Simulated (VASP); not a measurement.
The system is CoO.

```xyz
2
Lattice="0.0000 2.1172 2.1172 2.1172 0.0000 2.1172 2.1172 2.1172 0.0000" Properties=species:S:1:pos:R:3 pbc="T T T"
Co    0.0000    0.0000    0.0000
O     2.1172    2.1172    2.1172
```

Program: VASP 6.6.1. Alike in all runs: task single point; spin collinear, ferromagnetic start; cell as given; k mesh 11 × 11 × 11; cutoff (eV) 520; smearing fermi-dirac 0.05 eV.

Task: Order these runs on this cell by their pressure, lowest first.
A. level LDA; potentials or basis VASP PAW LDA potentials, release 64 (Co, O)
B. level PBEsol+D4; potentials or basis VASP PAW PBE potentials, release 64 (Co, O)
C. level BLYP+D3(BJ); potentials or basis VASP PAW PBE potentials, release 64 (Co, O)
D. level PBE; potentials or basis VASP PAW PBE potentials, release 64 (Co, O)

Result: A (-18.7 GPa), B (-10.2 GPa), D (1.0 GPa), C (11.5 GPa).

Caveats: a cell with one magnetic atom can't hold antiferromagnetic order, which such compounds often take; the PAW data sets were made with another functional, which shifts forces and pressure a little (some runs); pairwise dispersion overbinds metals, which lowers pressure and volume (some runs).
